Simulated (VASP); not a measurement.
# HfN (F-43m) in VASP: notebook, part 2 of 2

VASP 6.6.1. The steps go on from the part before.

### Step 6. Relaxation of cell and atoms, PBEsol

This run uses another cell than the first one, of 14.79 Å³/atom, 1.116 times its volume.

Input file INCAR:

```
SYSTEM = HfN
ALGO     = Normal         ! electronic algorithm
EDIFF    = 1E-7           ! SCF threshold, eV
EDIFFG   = -0.01          ! ionic threshold
ENCUT    = 600            ! plane-wave cutoff, eV
GGA      = PS             ! functional
IBRION   = 2              ! ionic algorithm
ISIF     = 3              ! what is computed and relaxed
ISMEAR   = 1              ! smearing method
LASPH    = .True.         ! aspherical terms in the spheres
LCHARG   = .False.        ! write CHGCAR
LREAL    = .False.        ! projectors in reciprocal space
LWAVE    = .False.        ! write WAVECAR
NELM     = 100            ! most SCF steps
NSW      = 50             ! ionic steps
PREC     = Accurate       ! precision mode
SIGMA    = 0.1            ! smearing width, eV
```

Input file KPOINTS:

```
k-points
0
Gamma
  11 11 11
  0 0 0
```

Input file POSCAR:

```
HfN
1.0
    0.0000000000      2.4548220000      2.4548220000
    2.4548220000      0.0000000000      2.4548220000
    2.4548220000      2.4548220000      0.0000000000
Hf N
1 1
Direct
    0.0000000000      0.0000000000      0.0000000000
    0.7500000000      0.7500000000      0.7500000000
```

Potentials or basis: VASP PAW PBE potentials, release 64 (Hf_pv, N).

On the command line:

```bash
cat potpaw_PBE.64/Hf_pv/POTCAR potpaw_PBE.64/N/POTCAR > POTCAR
mpirun -np 1 vasp_std > vasp.out
```

OUTCAR:

```text
SYSTEM = HfN
   EDIFF = 1E-7
   EDIFFG = -0.01
   ENCUT = 600
   GGA = PS
   IBRION = 2
   ISIF = 3
   ISMEAR = 1
   LASPH = .True.
   LREAL = .False.
   NELM = 100
   NSW = 50
   PREC = Accurate

 ion  position               nearest neighbor table
   1  0.000  0.000  0.000-   2 2.13   2 2.13   2 2.13   2 2.13
   2  0.750  0.750  0.750-   1 2.13   1 2.13   1 2.13   1 2.13

  LATTYP: Found a face centered cubic cell.
 ALAT       =     4.9096440000

  Lattice vectors:

 A1 = (   0.0000000000,   2.4548220000,   2.4548220000)
 A2 = (   2.4548220000,   0.0000000000,   2.4548220000)
 A3 = (   2.4548220000,   2.4548220000,   0.0000000000)

Analysis of symmetry for initial positions (statically):
=====================================================================
 Subroutine PRICEL returns:
 Original cell was already a primitive cell.

 Routine SETGRP: Setting up the symmetry group for a
 face centered cubic supercell.

 Subroutine GETGRP returns: Found 24 space group operations
 (whereof 24 operations were pure point group operations)
 out of a pool of 48 trial point group operations.

The static configuration has the point symmetry T_d .

Analysis of symmetry for dynamics (positions and initial velocities):
=====================================================================
 Subroutine PRICEL returns:
 Original cell was already a primitive cell.

[... 228 lines left out ...]
 number of electron      15.0000003 magnetization

 Free energy of the ion-electron system (eV)
  ---------------------------------------------------
  ext. energy  EPLUGINS =         0.00000000
  ---------------------------------------------------
  free energy    TOTEN  =       -22.27387555 eV

  energy without entropy =      -22.27362077  energy(sigma->0) =      -22.27379063

 E-fermi :   5.7531     XC(G=0): -11.5411

 val. band max:        5.7222310556   @ k =   0.4545   0.2727   0.0909
 cond. band min:       5.7704972665   @ k =   0.0909   0.0909   0.0000
 fundamental gap:      0.0482662109
 Fermi energy:         5.7531213355

 k-point     1 :       0.0000    0.0000    0.0000
  band No.  band energies     occupation
      1     -25.1161      2.00000
      2     -25.1161      2.00000
      3     -25.1161      2.00000
      4     -10.4200      2.00000
      5       0.2401      2.00000
      6       0.2401      2.00000
      7       0.2401      2.00000
      8       5.1753      2.00000
      9       8.1079      0.00000
     10       8.1079      0.00000
     11      12.6167      0.00000
[... 309 lines left out ...]
 k-point    24 :      -0.1818    0.1818    0.0000
  band No.  band energies     occupation
      1     -25.4212      2.00000
      2     -25.2338      2.00000
      3     -25.1530      2.00000
      4      -9.5788      2.00000
      5      -0.4061      2.00000
      6       0.6969      2.00000
      7       0.7307      2.00000
      8       6.9947     -0.00000
      9       7.7072     -0.00000
     10       8.2547      0.00000
     11      11.3372      0.00000

 [... further k-points ...]

------------------------ aborting loop because EDIFF is reached ----------------------------------------

  FORCE on cell =-STRESS in cart. coord.  units (eV):
  Direction    XX          YY          ZZ          XY          YZ          ZX
  --------------------------------------------------------------------------------------
  -------------------------------------------------------------------------------------
  Total       -0.0159708     -0.0159708     -0.0159708      0.0000000      0.0000000      0.0000000
  in kB       -0.8912968     -0.8912968     -0.8912968      0.0000000      0.0000000      0.0000000
  external PRESSURE =      -0.8912968 kB  Pullay stress =       0.0000000 kB
[... 17 lines left out ...]
  FREE ENERGIE OF THE ION-ELECTRON SYSTEM (eV)
  ---------------------------------------------------
  free  energy   TOTEN  =       -22.2738755507 eV

  energy  without entropy=      -22.2736207738  energy(sigma->0) =      -22.27379063

 reached required accuracy - stopping structural energy minimisation
```

OSZICAR:

```text
N       E                     dE             d eps       ncg     rms          rms(c)
DAV:   1     0.448351555305E+02    0.44835E+02   -0.86327E+03  1232   0.138E+03
DAV:   2    -0.225320289626E+02   -0.67367E+02   -0.63776E+02  1661   0.269E+02
DAV:   3    -0.255389795449E+02   -0.30070E+01   -0.29659E+01  1537   0.501E+01
[... 29 lines left out ...]
DAV:   5    -0.222738822005E+02    0.14328E-03   -0.70946E-04  1461   0.221E-01    0.108E-01
DAV:   6    -0.222738763112E+02    0.58893E-05   -0.45305E-05  1525   0.662E-02    0.330E-02
DAV:   7    -0.222738756799E+02    0.63138E-06   -0.21214E-06  1526   0.147E-02    0.165E-02
DAV:   8    -0.222738755118E+02    0.16808E-06   -0.21194E-07  1386   0.340E-03    0.101E-03
DAV:   9    -0.222738755507E+02   -0.38874E-07   -0.38165E-08   898   0.155E-03
   3 F= -.22273876E+02 E0= -.22273791E+02  d E =-.169945E-01
```

Run time: 90 s. Hardware: 1 thread of Intel Xeon 8259CL, shared host; peak memory 0.18 GiB.

Results:

```yaml
Free_energy: -22.2739 eV
Relaxed_volume: 14.35 Å³/atom
Relaxed_cell: a = 3.437 Å, b = 3.437 Å, c = 3.437 Å, α = 60.00°, β = 60.00°, γ = 60.00°
Space_group_after_relaxing_to_0.05_Å: F-43m (No. 216)
Energy_gained_by_relaxing: 8.5 meV/atom
Ionic_steps: 3
Pressure_after_relaxing: -0.1 GPa
```

Step by step:
```tsv
step	energy change (eV)	largest force (eV/Å)	pressure (GPa)	volume (Å³)
1	0.0000	0.0000	-5.96	29.59
2	0.0315	0.0000	11.54	27.29
3	-0.0170	0.0000	-0.09	28.71
```

Final structure:
```xyz
2
Lattice="0.0000 2.4303 2.4303 2.4303 0.0000 2.4303 2.4303 2.4303 0.0000" Properties=species:S:1:pos:R:3 pbc="T T T"
Hf    0.0000    0.0000    0.0000
N     3.6455    3.6455    3.6455
```

Caveat: the PAW data sets were made with another functional, which shifts forces and pressure a little; spin-orbit coupling is left out, which moves the levels of the heavy elements.

### Step 7. The runs side by side

| task | cell | cutoff (eV) | gap on the mesh (eV) | pressure (GPa) |
| --- | --- | --- | --- | --- |
| single point | a = 3.347 Å, angles 60.0°, 2 atoms | 520 | none | 19.4 |
| single point | a = 3.390 Å, angles 60.0°, 2 atoms | 520 | none | 9.3 |
| single point | a = 3.442 Å, angles 60.0°, 2 atoms | 520 | none | -0.9 |
| single point | a = 3.415 Å, angles 60.0°, 2 atoms | 520 | none | 4.3 |
| relaxation of cell and atoms | relaxed from a = 3.472 Å, angles 60.0°, 2 atoms | 600 | none | -0.1 |

Alike in all rows: level PBEsol; potentials or basis VASP PAW PBE potentials, release 64 (Hf_pv, N); no spin polarisation; k mesh 11 × 11 × 11; smearing methfessel-paxton 0.1 eV.

Caveats: the PAW data sets were made with another functional, which shifts forces and pressure a little; spin-orbit coupling is left out, which moves the levels of the heavy elements.

Total energies depend on the potentials used, so only differences within one code and one set of settings carry meaning.
